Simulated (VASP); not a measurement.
Wanted: the native input for a VASP 6.6.1 run.

```yaml
Task: single point
Functional: PBEsol
Potentials_or_basis: VASP PAW PBE potentials, release 64 (Hf_pv, O)
Cutoff: 520 eV
k_mesh: 5 × 5 × 5
Occupations: fermi-dirac, width 0.05 eV
Spin: no spin polarisation
Dipole_correction: no
Further_INCAR_settings: ALGO = Normal; EDIFF = 1e-06; NBANDS = 56
```

The structure of HfO2 lies in POSCAR:

```
HfO2
1.0
    5.0959004653      0.0000000000     -0.0127307158
    0.0000000000      5.1768019195      0.0000000000
   -0.8679245304      0.0000000000      5.1991784204
Hf O
4 8
Direct
    0.2771474313      0.4570250683      0.7081700860
    0.7228525687      0.9570250683      0.7918299140
    0.7228525687      0.5429749317      0.2918299140
    0.2771474313      0.0429749317      0.2081700860
    0.0711547068      0.1627964905      0.8409925565
    0.9288452932      0.6627964905      0.6590074435
    0.9288452932      0.8372035095      0.1590074435
    0.0711547068      0.3372035095      0.3409925565
    0.4471548894      0.7418250634      0.9799654196
    0.5528451106      0.2418250634      0.5200345804
    0.5528451106      0.2581749366      0.0200345804
    0.4471548894      0.7581749366      0.4799654196
```

The input as run:

INCAR

```
SYSTEM = HfO2
ALGO = Normal
EDIFF = 1E-6
ENCUT = 520
GGA = PS
ISIF = 2
ISMEAR = -1
LASPH = .True.
LCHARG = .True.
LELF = .True.
LREAL = .False.
LVHAR = .True.
LWAVE = .False.
NBANDS = 56
NELM = 80
PREC = Accurate
SIGMA = 0.05
```

KPOINTS

```
k-points
0
Gamma
  5 5 5
  0 0 0
```

Potentials or basis: VASP PAW PBE potentials, release 64 (Hf_pv, O).

Launch:

```sh
$ cat potpaw_PBE.64/Hf_pv/POTCAR potpaw_PBE.64/O/POTCAR > POTCAR
$ mpirun -np 1 vasp_std > vasp.out
```

It gave:

```yaml
Pressure: -3.0 GPa
Largest_force: 0.073 eV/Å
Band_gap_on_the_k_mesh: 3.99 eV (least direct gap 4.06 eV)
```

Caveat: the cell stands under tension; the PAW data sets were made with another functional, which shifts forces and pressure a little; spin-orbit coupling is left out, which moves the levels of the heavy elements; an odd mesh through Γ misses points on the zone boundary, where band edges can lie.

Run time: 4.8 min on 1 thread of Intel(R) Xeon(R) Platinum 8259CL CPU @ 2.50GHz (Skylake/Cascade Lake) (shared host), peak memory 0.37 GiB.
